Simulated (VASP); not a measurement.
# O (Fd-3m) in VASP: further runs

The runs below take O through relaxation of cell and atoms, with PBE.

All numbers are computed with VASP 6.6.1; they aren't measurements. Logs are shortened: lines on timing, memory, paths and dates and some standing lists are left out, and cuts for length are marked.

### Step 1. The cell of the first run

It takes space group Fd-3m (No. 227, cubic). Conventional cell: a = 4.050 Å, b = 4.050 Å, c = 4.050 Å, α = 90.00°, β = 90.00°, γ = 90.00°. Within 2.3 Å of O (site symmetry -43m) lie 4 O at 1.75 Å.

### Step 2. Relaxation of cell and atoms, PBE, target pressure 26 GPa, at which the enthalpy is minimised

INCAR

```
ALGO = Normal
EDIFF = 1E-7
EDIFFG = -0.005
ENCUT = 600
GGA = PE
IBRION = 2
ISIF = 3
ISMEAR = -1
LASPH = True
LCHARG = False
LREAL = False
LWAVE = False
NELM = 100
NSW = 60
PREC = Accurate
PSTRESS = 260.0
SIGMA = 0.05
```

KPOINTS

```
k-points
0
Gamma
  14 14 14
```

POSCAR

```
O
1.0
    0.0000000000      2.0250305656      2.0250305656
    2.0250305656      0.0000000000      2.0250305656
    2.0250305656      2.0250305656      0.0000000000
O
2
Direct
   -0.1250000000     -0.1250000000     -0.1250000000
    0.1250000000      0.1250000000      0.1250000000
```

Potentials or basis: VASP PAW PBE potentials, release 64 (O).

The run is started by

```sh
$ cat potpaw_PBE.64/O/POTCAR > POTCAR
$ mpirun -np 1 vasp_std > vasp.out
```

OUTCAR:

```text
EDIFF = 1E-7
   EDIFFG = -0.005
   ENCUT = 600
   GGA = PE
   IBRION = 2
   ISIF = 3
   ISMEAR = -1
   LASPH = True
   LREAL = False
   NELM = 100
   NSW = 60
   PREC = Accurate
   PSTRESS = 260.0

 ion  position               nearest neighbor table
   1  0.875  0.875  0.875-   2 1.75   2 1.75   2 1.75   2 1.75
   2  0.125  0.125  0.125-   1 1.75   1 1.75   1 1.75   1 1.75

  LATTYP: Found a face centered cubic cell.
 ALAT       =     4.0500611312

  Lattice vectors:

 A1 = (   0.0000000000,   2.0250305656,   2.0250305656)
 A2 = (   2.0250305656,   0.0000000000,   2.0250305656)
 A3 = (   2.0250305656,   2.0250305656,   0.0000000000)

Analysis of symmetry for initial positions (statically):
=====================================================================
 Subroutine PRICEL returns:
 Original cell was already a primitive cell.

 Routine SETGRP: Setting up the symmetry group for a
 face centered cubic supercell.

 Subroutine GETGRP returns: Found 48 space group operations
 (whereof 12 operations were pure point group operations)
 out of a pool of 48 trial point group operations.

The static configuration has the point symmetry D_3d.
 The point group associated with its full space group is O_h .

Analysis of symmetry for dynamics (positions and initial velocities):
=====================================================================
 Subroutine PRICEL returns:
 Original cell was already a primitive cell.

 Routine SETGRP: Setting up the symmetry group for a
 face centered cubic supercell.

 Subroutine GETGRP returns: Found 48 space group operations
 (whereof 12 operations were pure point group operations)
 out of a pool of 48 trial point group operations.

The dynamic configuration has the point symmetry D_3d.
 The point group associated with its full space group is O_h .

 Subroutine INISYM returns: Found 48 space group operations
 (whereof 12 operations are pure point group operations),
 and found     1 'primitive' translations

----------------------------------------------------------------------------------------

                                     Primitive cell

  volume of cell :      16.6083

  direct lattice vectors                    reciprocal lattice vectors
     0.000000000  2.025030566  2.025030566    -0.246909853  0.246909853  0.246909853
     2.025030566  0.000000000  2.025030566     0.246909853 -0.246909853  0.246909853
     2.025030566  2.025030566  0.000000000     0.246909853  0.246909853 -0.246909853

  length of vectors
     2.863825690  2.863825690  2.863825690     0.427660411  0.427660411  0.427660411

  position of ions in fractional coordinates (direct lattice)
     0.875000000  0.875000000  0.875000000
     0.125000000  0.125000000  0.125000000

  ion indices of the primitive-cell ions
   primitive index   ion index
                 1           1
                 2           2

----------------------------------------------------------------------------------------

 KPOINTS: k-points

Automatic generation of k-mesh.
 Grid dimensions read from file:
 generate k-points for:   14   14   14

 Generating k-lattice:

  Cartesian coordinates                     Fractional coordinates (reciprocal lattice)
    -0.017636418  0.017636418  0.017636418     0.071428571  0.000000000  0.000000000
     0.017636418 -0.017636418  0.017636418     0.000000000  0.071428571  0.000000000
     0.017636418  0.017636418 -0.017636418     0.000000000  0.000000000  0.071428571

  Length of vectors
     0.030547172  0.030547172  0.030547172

  Shift w.r.t. Gamma in fractional coordinates (k-lattice)
     0.000000000  0.000000000  0.000000000

 Subroutine IBZKPT returns following result:
 ===========================================

 Found    104 irreducible k-points:

 Following reciprocal coordinates:
            Coordinates               Weight
  0.000000  0.000000  0.000000      1.000000
  0.071429  0.000000  0.000000      8.000000
  0.142857  0.000000  0.000000      8.000000
  0.214286  0.000000  0.000000      8.000000
  0.285714  0.000000  0.000000      8.000000
[... 42 lines left out ...]
  free energy    TOTEN  =        -5.57847132 eV

  energy without entropy =       -5.56675815  energy(sigma->0) =       -5.57261474

------------------------ aborting loop because EDIFF is reached ----------------------------------------

  FORCE on cell =-STRESS in cart. coord.  units (eV):
  Direction    XX          YY          ZZ          XY          YZ          ZX
  --------------------------------------------------------------------------------------
  -------------------------------------------------------------------------------------
  Total        5.2801072      5.2801072      5.2801072      0.0000000     -0.0000000      0.0000000
  in kB      509.3643914    509.3643914    509.3643914      0.0000000     -0.0000000      0.0000000
  external PRESSURE =     249.3643914 kB  Pullay stress =     260.0000000 kB
[... 93 lines left out ...]
  FREE ENERGIE OF THE ION-ELECTRON SYSTEM (eV)
  ---------------------------------------------------
  free  energy   TOTEN  =        -5.9709298620 eV

  energy  without entropy=       -5.9590041049  energy(sigma->0) =       -5.96496698

  enthalpy is  TOTEN    =        -3.0032332222 eV   P V=        2.9676966398

[... ionic steps 4 to 15 ...]

--------------------------------------- Ionic step       16  -------------------------------------------

 number of electron      12.0000004 magnetization

------------------------ aborting loop because EDIFF is reached ----------------------------------------

  FORCE on cell =-STRESS in cart. coord.  units (eV):
  Direction    XX          YY          ZZ          XY          YZ          ZX
  --------------------------------------------------------------------------------------
  -------------------------------------------------------------------------------------
  Total        2.9783300      2.9783300      2.9783300      0.0000000      0.0000000      0.0000000
  in kB      261.3591124    261.3591124    261.3591124      0.0000000      0.0000000      0.0000000
  external PRESSURE =       1.3591124 kB  Pullay stress =     260.0000000 kB
[... 61 lines left out ...]
  enthalpy is  TOTEN    =        -3.0032444147 eV   P V=        2.9634793664

--------------------------------------- Ionic step       18  -------------------------------------------

 number of electron      12.0000004 magnetization

 Free energy of the ion-electron system (eV)
  ---------------------------------------------------
  ext. energy  EPLUGINS =         0.00000000
  ---------------------------------------------------
  free energy    TOTEN  =        -5.96800037 eV

  energy without entropy =       -5.95607262  energy(sigma->0) =       -5.96203650

 E-fermi :   2.2806     XC(G=0): -10.7581

 val. band max:        2.2754671325   @ k =  -0.2857   0.2143   0.0000
 cond. band min:       2.2881785617   @ k =  -0.3571   0.2143   0.0000
 fundamental gap:      0.0127114292
 Fermi energy:         2.2805885431

 k-point     1 :       0.0000    0.0000    0.0000
  band No.  band energies     occupation
      1     -20.8214      2.00000
      2     -10.7435      2.00000
      3      -2.2468      2.00000
      4      -2.2468      2.00000
      5      -2.2468      2.00000
      6       1.4000      2.00000
      7       1.4000      2.00000
      8       1.4000      2.00000
      9      12.5549      0.00000
     10      26.9121      0.00000
[... 287 lines left out ...]
 k-point    24 :       0.2857    0.1429    0.0000
  band No.  band energies     occupation
      1     -19.8089      2.00000
      2     -12.7144      2.00000
      3      -3.6742      2.00000
      4      -3.4204      2.00000
      5      -1.5109      2.00000
      6       1.1743      2.00000
      7       2.7572      0.00014
      8       2.9112      0.00001
      9      14.5238      0.00000
     10      19.7112      0.00000

 [... further k-points ...]

------------------------ aborting loop because EDIFF is reached ----------------------------------------

  FORCE on cell =-STRESS in cart. coord.  units (eV):
  Direction    XX          YY          ZZ          XY          YZ          ZX
  --------------------------------------------------------------------------------------
  -------------------------------------------------------------------------------------
  Total        2.9643987      2.9643987      2.9643987      0.0000000      0.0000000     -0.0000000
  in kB      259.9688442    259.9688442    259.9688442      0.0000000      0.0000000     -0.0000000
  external PRESSURE =      -0.0311558 kB  Pullay stress =     260.0000000 kB
[... 17 lines left out ...]
  FREE ENERGIE OF THE ION-ELECTRON SYSTEM (eV)
  ---------------------------------------------------
  free  energy   TOTEN  =        -5.9680003728 eV

  energy  without entropy=       -5.9560726250  energy(sigma->0) =       -5.96203650

  enthalpy is  TOTEN    =        -3.0032464249 eV   P V=        2.9647539480

 reached required accuracy - stopping structural energy minimisation
```

Run time: 62 s. Hardware: 1 thread of AMD EPYC 9R45 (Zen 5), shared host; peak memory 0.11 GiB.

What came out:

* Free energy: -5.9680 eV
* Relaxed volume: 9.13 Å³/atom
* Relaxed cell: a = 2.956 Å, b = 2.956 Å, c = 2.956 Å, α = 60.00°, β = 60.00°, γ = 60.00°
* Space group after relaxing (to 0.1 Å): Fd-3m (No. 227)
* Energy change on relaxing (the run minimises the enthalpy): -194.8 meV/atom
* Ionic steps: 18
* Pressure after relaxing: 26.0 GPa
* Band gap on the k mesh: zero (bands 6 and 7 overlap by 1.32 eV)

The path:
| step | energy change (eV) | largest force (eV/Å) | pressure (GPa) | volume (Å³) |
| --- | --- | --- | --- | --- |
| 1 | 0.0000 | 0.0000 | 50.94 | 16.61 |
| 2 | -0.5670 | 0.0000 | 9.69 | 19.91 |
| 3 | -0.3925 | 0.0000 | 25.78 | 18.29 |
| 4 | -0.3868 | 0.0000 | 26.18 | 18.25 |
| 5 | -0.3869 | 0.0000 | 26.20 | 18.25 |
| 6 | -0.3870 | 0.0000 | 26.20 | 18.25 |
| 7 | -0.3870 | 0.0000 | 26.18 | 18.25 |
| 8 | -0.3870 | 0.0000 | 26.18 | 18.25 |
| 9 | -0.3870 | 0.0000 | 26.18 | 18.25 |
| 10 | -0.3870 | 0.0000 | 26.18 | 18.25 |
| 11 | -0.3870 | 0.0000 | 26.18 | 18.25 |
| 12 | -0.3870 | 0.0000 | 26.18 | 18.25 |
| 13 | -0.3871 | 0.0000 | 26.19 | 18.25 |
| 14 | -0.3871 | 0.0000 | 26.18 | 18.25 |
| 15 | -0.3873 | 0.0000 | 26.16 | 18.26 |
| 16 | -0.3876 | 0.0000 | 26.14 | 18.26 |
| 17 | -0.3883 | 0.0000 | 26.09 | 18.26 |
| 18 | -0.3895 | 0.0000 | 26.00 | 18.27 |

Final structure:
```yaml
crystal:
  lattice:
    - [0.00000, 2.09041, 2.09041]
    - [2.09041, 0.00000, 2.09041]
    - [2.09041, 2.09041, 0.00000]
  atoms:
    - { symbol: O, position: [0.87500, 0.87500, 0.87500] }
    - { symbol: O, position: [0.12500, 0.12500, 0.12500] }
```

Caveat: the cell is relaxed towards a set pressure, so the run minimises the enthalpy, not the energy.

### Step 3. Relaxation of cell and atoms, PBE, target pressure 26 GPa, at which the enthalpy is minimised

This run uses another cell than the first one, of 9.14 Å³/atom.

INCAR

```
PREC = Accurate ; ENCUT = 600
EDIFF = 1E-6 ; ISMEAR = -1
SIGMA = 0.05 ; LREAL = False
LASPH = True ; NELM = 80
ALGO = Normal ; ISIF = 3
LWAVE = False ; LCHARG = False
GGA = PE ; IBRION = 2
NSW = 32 ; EDIFFG = -0.005
PSTRESS = 260.0
```

KPOINTS

```
regular mesh
0
Gamma
  14 14 14
```

POSCAR

```
O
1.0
    0.0000000000      2.0906376853      2.0906376853
    2.0906376853      0.0000000000      2.0906376853
    2.0906376853      2.0906376853      0.0000000000
O
2
Direct
   -0.1250000000     -0.1250000000     -0.1250000000
    0.1250000000      0.1250000000      0.1250000000
```

Potentials or basis: VASP PAW PBE potentials, release 64 (O).

The run is started by

```sh
$ cat potpaw_PBE.64/O/POTCAR > POTCAR
$ mpirun -np 1 vasp_std > vasp.out
```

Run time: 18 s. Hardware: 1 thread of AMD EPYC 9R45 (Zen 5), shared host; peak memory 0.11 GiB.

Results (log left out):

- Free energy: -5.9704 eV
- Relaxed volume: 9.13 Å³/atom
- Relaxed cell: a = 2.955 Å, b = 2.955 Å, c = 2.955 Å, α = 60.00°, β = 60.00°, γ = 60.00°
- Space group after relaxing (to 0.1 Å): Fd-3m (No. 227)
- Energy change on relaxing (the run minimises the enthalpy): +1.8 meV/atom
- Ionic steps: 3
- Pressure after relaxing: 26.0 GPa
- Band gap on the k mesh: zero (bands 6 and 7 overlap by 1.33 eV)

Step by step:
| step | energy change (eV) | largest force (eV/Å) | pressure (GPa) | volume (Å³) |
| --- | --- | --- | --- | --- |
| 1 | 0.0000 | 0.0000 | 25.74 | 18.28 |
| 2 | 0.0064 | 0.0000 | 26.20 | 18.24 |
| 3 | 0.0036 | 0.0000 | 26.01 | 18.25 |

Final structure:
```
O
1.0
     0.00000    2.08978    2.08978
     2.08978    0.00000    2.08978
     2.08978    2.08978    0.00000
O
2
Direct
  0.87500 0.87500 0.87500
  0.12500 0.12500 0.12500
```

Levels at points of the mesh, in eV from the Fermi level:
```
           k point  band 2  band 3  band 4  band 5  band 6  band 7  band 8  band 9  band 10
(0.00, 0.00, 0.00)  -13.02   -4.53   -4.53   -4.53   -0.88   -0.88   -0.88   10.28    24.64
(0.50, 0.00, 0.00)  -16.77   -5.76   -5.66   -5.66    0.44    0.44    1.56   13.85    16.69
(0.50, 0.50, 0.00)  -18.94   -6.97   -6.97   -2.49   -2.49    2.10    2.10   13.67    13.67
```

Caveat: the cell is relaxed towards a set pressure, so the run minimises the enthalpy, not the energy.

### Step 4. Relaxation of cell and atoms, PBE, target pressure 26 GPa, at which the enthalpy is minimised

INCAR

```
SYSTEM = O
ALGO = Normal
EDIFF = 1E-7
EDIFFG = -0.005
ENCUT = 600
GGA = PE
IBRION = 2
ISIF = 3
ISMEAR = -1
LASPH = .True.
LCHARG = .False.
LREAL = .False.
LWAVE = .False.
NELM = 100
NSW = 60
PREC = Accurate
PSTRESS = 260.0
SIGMA = 0.05
```

KPOINTS

```
k-points
0
Gamma
  14 14 14
  0 0 0
```

POSCAR

```
O
1.0
    0.0000000000      2.0250305661      2.0250305661
    2.0250305661      0.0000000000      2.0250305661
    2.0250305661      2.0250305661      0.0000000000
O
2
Direct
   -0.1250000000     -0.1250000000     -0.1250000000
    0.1250000000      0.1250000000      0.1250000000
```

The run is started by

```sh
$ cat potpaw_PBE.64/O/POTCAR > POTCAR
$ mpirun -np 1 vasp_std > vasp.out
```

Wall time 57 s (1 thread of Intel Xeon Platinum 8488C (Sapphire Rapids), shared host); peak memory 0.14 GiB.

Results (log left out):

* Free energy: -5.9680 eV
* Relaxed volume: 9.13 Å³/atom
* Relaxed cell: a = 2.956 Å, b = 2.956 Å, c = 2.956 Å, α = 60.00°, β = 60.00°, γ = 60.00°
* Space group after relaxing (to 0.1 Å): Fd-3m (No. 227)
* Energy change on relaxing (the run minimises the enthalpy): -194.8 meV/atom
* Ionic steps: 18
* Pressure after relaxing: 26.0 GPa
* Band gap on the k mesh: zero (bands 6 and 7 overlap by 1.32 eV)

The path:
| step | energy change (eV) | largest force (eV/Å) | pressure (GPa) | volume (Å³) |
| --- | --- | --- | --- | --- |
| 1 | 0.0000 | 0.0000 | 50.94 | 16.61 |
| 2 | -0.5670 | 0.0000 | 9.69 | 19.91 |
| 3 | -0.3925 | 0.0000 | 25.78 | 18.29 |
| 4 | -0.3868 | 0.0000 | 26.18 | 18.25 |
| 5 | -0.3869 | 0.0000 | 26.20 | 18.25 |
| 6 | -0.3870 | 0.0000 | 26.20 | 18.25 |
| 7 | -0.3870 | 0.0000 | 26.18 | 18.25 |
| 8 | -0.3870 | 0.0000 | 26.18 | 18.25 |
| 9 | -0.3870 | 0.0000 | 26.18 | 18.25 |
| 10 | -0.3870 | 0.0000 | 26.18 | 18.25 |
| 11 | -0.3870 | 0.0000 | 26.18 | 18.25 |
| 12 | -0.3870 | 0.0000 | 26.18 | 18.25 |
| 13 | -0.3871 | 0.0000 | 26.19 | 18.25 |
| 14 | -0.3871 | 0.0000 | 26.18 | 18.25 |
| 15 | -0.3873 | 0.0000 | 26.16 | 18.26 |
| 16 | -0.3876 | 0.0000 | 26.14 | 18.26 |
| 17 | -0.3883 | 0.0000 | 26.09 | 18.26 |
| 18 | -0.3895 | 0.0000 | 26.00 | 18.27 |

Final structure:
```xyz
2
Lattice="0.0000 2.0904 2.0904 2.0904 0.0000 2.0904 2.0904 2.0904 0.0000" Properties=species:S:1:pos:R:3 pbc="T T T"
O     3.6582    3.6582    3.6582
O     0.5226    0.5226    0.5226
```

Levels at points of the mesh, in eV from the Fermi level:
```
           k point  band 4  band 5  band 6  band 7  band 8  band 9
(0.00, 0.00, 0.00)   -4.53   -4.53   -0.88   -0.88   -0.88   10.27
(0.50, 0.00, 0.00)   -5.65   -5.65    0.44    0.44    1.55   13.84
(0.50, 0.50, 0.00)   -6.96   -2.48   -2.48    2.09    2.09   13.67
```

Caveat: the cell is relaxed towards a set pressure, so the run minimises the enthalpy, not the energy.

### Step 5. Relaxation of cell and atoms, PBE, target pressure 26 GPa, at which the enthalpy is minimised

This run uses another cell than the first one, of 9.14 Å³/atom.

INCAR

```
SYSTEM = O
PREC = Accurate ; ENCUT = 600
EDIFF = 1E-6 ; ISMEAR = -1
SIGMA = 0.05 ; LREAL = .FALSE.
LASPH = .TRUE. ; NELM = 80
ALGO = Normal ; ISIF = 3
LWAVE = .FALSE. ; LCHARG = .FALSE.
GGA = PE ; IBRION = 2
NSW = 32 ; EDIFFG = -0.005
PSTRESS = 260.0
```

KPOINTS

```
Automatic mesh
0
G
  14 14 14
  0 0 0
```

POSCAR

```
O
1.0
    0.0000000000      2.0906376885      2.0906376885
    2.0906376885      0.0000000000      2.0906376885
    2.0906376885      2.0906376885      0.0000000000
O
2
Direct
   -0.1250000000     -0.1250000000     -0.1250000000
    0.1250000000      0.1250000000      0.1250000000
```

The run is started by

```sh
$ cat potpaw_PBE.64/O/POTCAR > POTCAR
$ mpirun -np 1 vasp_std > vasp.out
```

It took 18 s on 1 thread of Intel Xeon Platinum 8488C (Sapphire Rapids), shared host; peak memory 0.14 GiB.

The run converged. Its results:

```
Free energy                                                : -5.9704 eV
Relaxed volume                                             : 9.13 Å³/atom
Relaxed cell                                               : a = 2.955 Å, b = 2.955 Å, c = 2.955 Å, α = 60.00°, β = 60.00°, γ = 60.00°
Space group after relaxing (to 0.1 Å)                      : Fd-3m (No. 227)
Energy change on relaxing (the run minimises the enthalpy) : +1.8 meV/atom
Ionic steps                                                : 3
Pressure after relaxing                                    : 26.0 GPa
Band gap on the k mesh                                     : zero (bands 6 and 7 overlap by 1.33 eV)
```

Step by step:
```tsv
step	energy change (eV)	largest force (eV/Å)	pressure (GPa)	volume (Å³)
1	0.0000	0.0000	25.74	18.28
2	0.0064	0.0000	26.20	18.24
3	0.0036	0.0000	26.01	18.25
```

Final structure:
```yaml
crystal:
  lattice:
    - [0.00000, 2.08978, 2.08978]
    - [2.08978, 0.00000, 2.08978]
    - [2.08978, 2.08978, 0.00000]
  atoms:
    - { symbol: O, position: [0.87500, 0.87500, 0.87500] }
    - { symbol: O, position: [0.12500, 0.12500, 0.12500] }
```

Levels at points of the mesh, in eV from the Fermi level:
| k point | band 2 | band 3 | band 4 | band 5 | band 6 | band 7 | band 8 | band 9 | band 10 |
| --- | --- | --- | --- | --- | --- | --- | --- | --- | --- |
| (0.00, 0.00, 0.00) | -13.02 | -4.53 | -4.53 | -4.53 | -0.88 | -0.88 | -0.88 | 10.28 | 24.64 |
| (0.50, 0.00, 0.00) | -16.77 | -5.76 | -5.66 | -5.66 | 0.44 | 0.44 | 1.56 | 13.85 | 16.69 |
| (0.50, 0.50, 0.00) | -18.94 | -6.97 | -6.97 | -2.49 | -2.49 | 2.10 | 2.10 | 13.67 | 13.67 |

Caveat: the cell is relaxed towards a set pressure, so the run minimises the enthalpy, not the energy.
